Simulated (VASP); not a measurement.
# SiO2 (Cmcm) in VASP: notebook

Runs on SiO2. Level: PBEsol. Tasks: single point.

All numbers are computed with VASP 6.6.1; they aren't measurements. Logs are shortened: lines on timing, memory, paths and dates and some standing lists are left out, and cuts for length are marked.

### 1 The cell of the first run

Symmetry: Cmcm, No. 63, orthorhombic system. The conventional cell has a = 8.096 Å, b = 16.257 Å, c = 5.251 Å, α = 90.00°, β = 90.00°, γ = 90.00°. Within 2.2 Å of Si (site symmetry m) lie 4 O at 1.62 to 1.73 Å. Si (site symmetry m2m) has 4 O at 1.61 to 1.70 Å within 2.1 Å. Within 2.2 Å of O (site symmetry -1) lie 2 Si at 1.62 Å. Within 2.2 Å of O (site symmetry m) lie 2 Si at 1.65 to 1.70 Å. O (site symmetry m2m) has 2 Si at 1.73 Å within 2.3 Å. O (site symmetry 2/m) has 2 Si at 1.61 Å within 2.1 Å.

### 2 Single point, PBEsol (strain +0.0750 x Voigt [1, 0, 0, 0, 0, 0])

File INCAR:

```
SYSTEM = SiO2
ALGO = Normal ; EDIFF = 1E-6
ENCUT = 520 ; GGA = PS
ISIF = 2 ; ISMEAR = 0
LASPH = .TRUE. ; LCHARG = .FALSE.
LREAL = Auto ; LWAVE = .FALSE.
NBANDS = 63 ; NELM = 100
PREC = Accurate ; SIGMA = 0.05
```

File KPOINTS:

```
k-points
0
G
  4 4 4
  0 0 0
```

File POSCAR:

```
SiO2
1.0
    4.0478023636     -8.1284566593      0.0000000000
    4.0478023636      8.1284566593      0.0000000000
    0.0000000000      0.0000000000      5.2514179063
Si O
6 12
Direct
    0.0102808395      0.4026121463      0.2500000000
    0.4026121463      0.0102808395      0.7500000000
    0.5973878537      0.9897191605      0.2500000000
    0.9897191605      0.5973878537      0.7500000000
    0.4430221731      0.5569778269      0.2500000000
    0.5569778269      0.4430221731      0.7500000000
    0.0000000000      0.5000000000      0.5000000000
    0.5000000000      0.0000000000      0.5000000000
    0.5000000000      0.0000000000      0.0000000000
    0.0000000000      0.5000000000      0.0000000000
    0.2099831976      0.4362740928      0.2500000000
    0.4362740928      0.2099831976      0.7500000000
    0.5637259072      0.7900168024      0.2500000000
    0.7900168024      0.5637259072      0.7500000000
    0.8307346196      0.1692653804      0.2500000000
    0.1692653804      0.8307346196      0.7500000000
    0.5000000000      0.5000000000      0.0000000000
    0.5000000000      0.5000000000      0.5000000000
```

Potentials or basis: VASP PAW PBE potentials, release 64 (Si, O).

The run is started by

```
> cat potpaw_PBE.64/Si/POTCAR potpaw_PBE.64/O/POTCAR > POTCAR
> mpirun -np 1 vasp_std > vasp.out
```

OUTCAR:

```text
SYSTEM = SiO2
   EDIFF = 1E-6
   ENCUT = 520
   GGA = PS
   ISIF = 2
   ISMEAR = 0
   LASPH = .TRUE.
   LREAL = Auto
   NELM = 100
   PREC = Accurate

 ion  position               nearest neighbor table
   1  0.010  0.403  0.250-   7 1.62  10 1.62  11 1.65  15 1.73
   2  0.403  0.010  0.750-   8 1.62   9 1.62  12 1.65  16 1.73
   3  0.597  0.990  0.250-   8 1.62   9 1.62  13 1.65  15 1.73
   4  0.990  0.597  0.750-   7 1.62  10 1.62  14 1.65  16 1.73
   5  0.443  0.557  0.250-  17 1.61  18 1.61  11 1.70  13 1.70
   6  0.557  0.443  0.750-  17 1.61  18 1.61  12 1.70  14 1.70
   7  0.000  0.500  0.500-   1 1.62   4 1.62
   8  0.500  0.000  0.500-   2 1.62   3 1.62
   9  0.500  0.000  0.000-   2 1.62   3 1.62
  10  0.000  0.500  0.000-   1 1.62   4 1.62
  11  0.210  0.436  0.250-   1 1.65   5 1.70
  12  0.436  0.210  0.750-   2 1.65   6 1.70
  13  0.564  0.790  0.250-   3 1.65   5 1.70
  14  0.790  0.564  0.750-   4 1.65   6 1.70
  15  0.831  0.169  0.250-   1 1.73   3 1.73
  16  0.169  0.831  0.750-   2 1.73   4 1.73
  17  0.500  0.500  0.000-   5 1.61   6 1.61
  18  0.500  0.500  0.500-   5 1.61   6 1.61

  LATTYP: Found a base centered orthorhombic cell.
 ALAT       =     8.0956047272
 B/A-ratio  =     2.0081159921
 C/A-ratio  =     0.6486751865

  Lattice vectors:

 A1 = (   4.0478023636,  -8.1284566593,   0.0000000000)
 A2 = (   4.0478023636,   8.1284566593,   0.0000000000)
 A3 = (   0.0000000000,   0.0000000000,   5.2514179063)

Analysis of symmetry for initial positions (statically):
=====================================================================
 Subroutine PRICEL returns:
 Original cell was already a primitive cell.

 Routine SETGRP: Setting up the symmetry group for a
 base centered orthorhombic supercell.

 Subroutine GETGRP returns: Found  8 space group operations
 (whereof  4 operations were pure point group operations)
 out of a pool of  8 trial point group operations.

The static configuration has the point symmetry C_2h.
 The point group associated with its full space group is D_2h.

Analysis of symmetry for dynamics (positions and initial velocities):
=====================================================================
 Subroutine PRICEL returns:
 Original cell was already a primitive cell.

 Routine SETGRP: Setting up the symmetry group for a
 base centered orthorhombic supercell.

 Subroutine GETGRP returns: Found  8 space group operations
 (whereof  4 operations were pure point group operations)
 out of a pool of  8 trial point group operations.

The dynamic configuration has the point symmetry C_2h.
 The point group associated with its full space group is D_2h.

 Subroutine INISYM returns: Found  8 space group operations
 (whereof  4 operations are pure point group operations),
 and found     1 'primitive' translations

----------------------------------------------------------------------------------------

                                     Primitive cell

  volume of cell :     345.5684

  direct lattice vectors                    reciprocal lattice vectors
     4.047802364 -8.128456659  0.000000000     0.123523817 -0.061512292  0.000000000
     4.047802364  8.128456659  0.000000000     0.123523817  0.061512292  0.000000000
     0.000000000  0.000000000  5.251417906     0.000000000  0.000000000  0.190424761

  length of vectors
     9.080556791  9.080556791  5.251417906     0.137992375  0.137992375  0.190424761

  position of ions in fractional coordinates (direct lattice)
     0.010280839  0.402612146  0.250000000
     0.402612146  0.010280839  0.750000000
     0.597387854  0.989719161  0.250000000
     0.989719161  0.597387854  0.750000000
     0.443022173  0.556977827  0.250000000
     0.556977827  0.443022173  0.750000000
[... 10 lines left out ...]
     0.500000000  0.500000000  0.000000000
     0.500000000  0.500000000  0.500000000

  ion indices of the primitive-cell ions
   primitive index   ion index
                 1           1
                 2           2
                 3           3
                 4           4
                 5           5
                 6           6
[... 10 lines left out ...]
                17          17
                18          18

----------------------------------------------------------------------------------------

 KPOINTS: k-points

Automatic generation of k-mesh.
 Grid dimensions read from file:
 generate k-points for:    4    4    4

 Generating k-lattice:

  Cartesian coordinates                     Fractional coordinates (reciprocal lattice)
     0.030880954 -0.015378073  0.000000000     0.250000000 -0.000000000  0.000000000
     0.030880954  0.015378073  0.000000000    -0.000000000  0.250000000  0.000000000
     0.000000000  0.000000000  0.047606190     0.000000000  0.000000000  0.250000000

  Length of vectors
     0.034498094  0.034498094  0.047606190

  Shift w.r.t. Gamma in fractional coordinates (k-lattice)
     0.000000000  0.000000000  0.000000000

 Subroutine IBZKPT returns following result:
 ===========================================

 Found     21 irreducible k-points:

 Following reciprocal coordinates:
            Coordinates               Weight
  0.000000  0.000000  0.000000      1.000000
  0.250000 -0.000000  0.000000      4.000000
  0.500000 -0.000000  0.000000      2.000000
  0.250000  0.250000  0.000000      2.000000
  0.500000  0.250000  0.000000      4.000000
 -0.250000  0.250000  0.000000      2.000000
[... 13 lines left out ...]
 -0.250000  0.250000  0.500000      2.000000
  0.500000  0.500000  0.500000      1.000000
   k-points           NKPTS =     21   k-points in BZ     NKDIM =     21   number of bands    NBANDS=     63
   number of dos      NEDOS =    301   number of ions     NIONS =     18
   total plane-waves  NPLWV = 196000
   dimension x,y,z NGX =    70 NGY =   70 NGZ =   40
   dimension x,y,z NGXF=   140 NGYF=  140 NGZF=   80
   ions per type =               6  12
   NGX,Y,Z   is equivalent  to a cutoff of  12.82, 12.82, 12.66 a.u.
   NGXF,Y,Z  is equivalent  to a cutoff of  25.63, 25.63, 25.33 a.u.
 SYSTEM =  SiO2
   PREC   = accura    normal or accurate (medium, high low for compatibility)
   ISTART =      0    job   : 0-new  1-cont  2-samecut
   ICHARG =      2    charge: 1-file 2-atom 10-const
   ISPIN  =      1    spin polarized calculation?
   LNONCOLLINEAR =      F non collinear calculations
   LSORBIT =      F    spin-orbit coupling
   LASPH  =      T    aspherical Exc in radial PAW
   ENCUT  =  520.0 eV  38.22 Ry    6.18 a.u.  16.88 16.88  9.76*2*pi/ulx,y,z
   NELM   =    100;   NELMIN=  2; NELMDL= -5     # of ELM steps
   EDIFF  = 0.1E-05   stopping-criterion for ELM
   LREAL  =      T    real-space projection
   EDIFFG = 0.1E-04   stopping-criterion for IOM
   NSW    =      0    number of steps for IOM
   IBRION =     -1    ionic relax: 0-MD 1-quasi-New 2-CG
   NFREE  =      0    steps in history (QN), initial steepest desc. (CG)
   ISIF   =      2    stress and relaxation
   ISYM   =      2    0-nonsym 1-usesym 2-fastsym
   POTIM  = 0.5000    time-step for ionic-motion
   TEBEG  =    0.0;   TEEND  =   0.0 temperature during run
   PSTRESS=    0.0 pullay stress
   NELECT =      96.0000    total number of electrons
   NUPDOWN=      -1.0000    fix difference up-down
   EMIN   =  10.00;   EMAX   =-10.00  energy-range for DOS
   EFERMI =   0.00;   METHOD = LEGACY
   ISMEAR =     0;   SIGMA  =   0.05  broadening in eV -4-tet -1-fermi 0-gaus
   EFERMI_NEDOS =   21; number of points for ismear=-14 and -15
   IALGO  =     38    algorithm
   IMIX   =      4    mixing-type and parameters
     AMIX     =   0.40;   BMIX     =  1.00
     AMIX_MAG =   1.60;   BMIX_MAG =  1.00
  volume/ion in A,a.u.               =      19.20       129.56
  Fermi-wavevector in a.u.,A,eV,Ry     =   1.068203  2.018612 15.525041  1.141058
  Thomas-Fermi vector in A             =   2.203844
   LORBIT       =      0    0 simple, 1 ext, 2 COOP (PROOUT), +10 PAW based schemes
   GGA     = PS    functional components
   LHFCALC =     F    Hartree Fock is set to
   AEXX    =    0.0000 exact exchange contribution
   IVDW    =     0    specifies the selected vdW correction
   LEPSILON=     F    determine dielectric tensor
   LRPA    =     F    only Hartree local field effects (RPA)
 non-spin polarized calculation
 Gauss-broadening in eV      SIGMA  =   0.05
  energy-cutoff  :      520.00
  volume of cell :      345.57
 maximum number of plane-waves:      9346
 NGX is ok and might be reduce to    70
   NGX = 33   NGY = 33   NGZ = 19

 number of electron      95.9999988 magnetization

 Free energy of the ion-electron system (eV)
  ---------------------------------------------------
  ext. energy  EPLUGINS =         0.00000000
  ---------------------------------------------------
  free energy    TOTEN  =      -146.49193996 eV

  energy without entropy =     -146.49193996  energy(sigma->0) =     -146.49193996

 E-fermi :  -1.4169     XC(G=0):  -7.0037

 val. band max:       -1.6599127169   @ k =   0.0000   0.0000   0.0000
 cond. band min:       3.2205483023   @ k =   0.0000   0.0000   0.0000
 fundamental gap:      4.8804610192
 Fermi energy:        -1.4168806996

 k-point     1 :       0.0000    0.0000    0.0000
  band No.  band energies     occupation
      1     -20.8789      2.00000
      2     -20.4706      2.00000
      3     -20.4263      2.00000
      4     -19.5693      2.00000
      5     -19.3482      2.00000
      6     -19.1183      2.00000
[... 52 lines left out ...]
     59       7.1959      0.00000
     60       7.3280      0.00000

 k-point     2 :       0.2500   -0.0000    0.0000
  band No.  band energies     occupation
      1     -20.8488      2.00000
      2     -20.5017      2.00000
      3     -20.4539      2.00000
      4     -19.5030      2.00000
      5     -19.3482      2.00000
      6     -19.1158      2.00000
[... 52 lines left out ...]
     59       7.2621      0.00000
     60       7.3438      0.00000

 k-point     3 :       0.5000   -0.0000    0.0000
  band No.  band energies     occupation
      1     -20.8095      2.00000
      2     -20.5504      2.00000
      3     -20.4715      2.00000
      4     -19.4188      2.00000
      5     -19.3482      2.00000
      6     -19.1392      2.00000
[... 1070 lines left out ...]
      6     -19.9122      2.00000
[... 52 lines left out ...]
     59       7.8507      0.00000
     60       7.8507      0.00000

 k-point    21 :       0.5000    0.5000    0.5000
  band No.  band energies     occupation
      1     -20.3669      2.00000
      2     -20.3669      2.00000
      3     -19.9498      2.00000
      4     -19.9498      2.00000
      5     -19.9123      2.00000
      6     -19.9123      2.00000
[... 52 lines left out ...]
     59       8.1902      0.00000
     60       8.1902      0.00000
 [bands above 60 left out]

------------------------ aborting loop because EDIFF is reached ----------------------------------------

  FORCE on cell =-STRESS in cart. coord.  units (eV):
  Direction    XX          YY          ZZ          XY          YZ          ZX
  --------------------------------------------------------------------------------------
  -------------------------------------------------------------------------------------
  Total      -38.6087737    -11.1200841     -1.6342207      0.0000000     -0.0000000      0.0000000
  in kB     -179.0039520    -51.5566492     -7.5768261      0.0000000     -0.0000000      0.0000000
  external PRESSURE =     -79.3791424 kB  Pullay stress =       0.0000000 kB

 VOLUME and BASIS-vectors are now :
 -----------------------------------------------------------------------------
  energy-cutoff  :      520.00
  volume of cell :      345.57
      direct lattice vectors                 reciprocal lattice vectors
     4.047802364 -8.128456659  0.000000000     0.123523817 -0.061512292  0.000000000
     4.047802364  8.128456659  0.000000000     0.123523817  0.061512292  0.000000000
     0.000000000  0.000000000  5.251417906     0.000000000  0.000000000  0.190424761

 POSITION                                       TOTAL-FORCE (eV/Angst)
 -----------------------------------------------------------------------------------
      1.67131      3.18905      1.31285        -1.513931     -1.024550      0.000000
      1.67131     -3.18905      3.93856        -1.513931      1.024550     -0.000000
      6.42430      3.18905      1.31285         1.513931     -1.024550      0.000000
      6.42430     -3.18905      3.93856         1.513931      1.024550     -0.000000
      4.04780      0.92628      1.31285         0.000000      2.046258      0.000000
      4.04780     -0.92628      3.93856         0.000000     -2.046258      0.000000
[... 10 lines left out ...]
      4.04780      0.00000      0.00000         0.000000     -0.000000     -0.000000
      4.04780      0.00000      2.62571         0.000000     -0.000000     -0.000000
 -----------------------------------------------------------------------------------
    total drift:                                0.000000     -0.000000      0.000000

  FREE ENERGIE OF THE ION-ELECTRON SYSTEM (eV)
  ---------------------------------------------------
  free  energy   TOTEN  =      -146.4919399588 eV

  energy  without entropy=     -146.4919399588  energy(sigma->0) =     -146.49193996
```

Wall time 24 min (1 thread of Oxide Virtual Turin-like, shared host); peak memory 0.55 GiB.

What came out:

| Item | Value |
| --- | --- |
| Free energy | -146.4919 eV |
| Pressure | -7.9 GPa |
| Largest force | 2.046 eV/Å |
| Band gap on the k mesh | 4.88 eV, direct |

Forces in eV/Å, atoms in the order of the input:
```
Si  -1.514 -1.025  0.000
Si  -1.514  1.025  0.000
Si   1.514 -1.025  0.000
Si   1.514  1.025  0.000
Si   0.000  2.046  0.000
Si   0.000 -2.046  0.000
O    0.000  0.000  0.000
O    0.000  0.000  0.000
O    0.000  0.000  0.000
O    0.000  0.000  0.000
O    1.124 -0.367  0.000
O    1.124  0.367  0.000
O   -1.124 -0.367  0.000
O   -1.124  0.367  0.000
O    0.000  1.041  0.000
O    0.000 -1.041  0.000
O    0.000  0.000  0.000
O    0.000  0.000  0.000
```

Stress tensor (GPa, compression positive):
```
-17.90   0.00   0.00
  0.00  -5.16   0.00
  0.00   0.00  -0.76
```

Caveat: the cell differs from its parent crystal (strain +0.0750 x Voigt [1, 0, 0, 0, 0, 0]); the PAW data sets were made with another functional, which shifts forces and pressure a little.

[end of part 1 of 2]
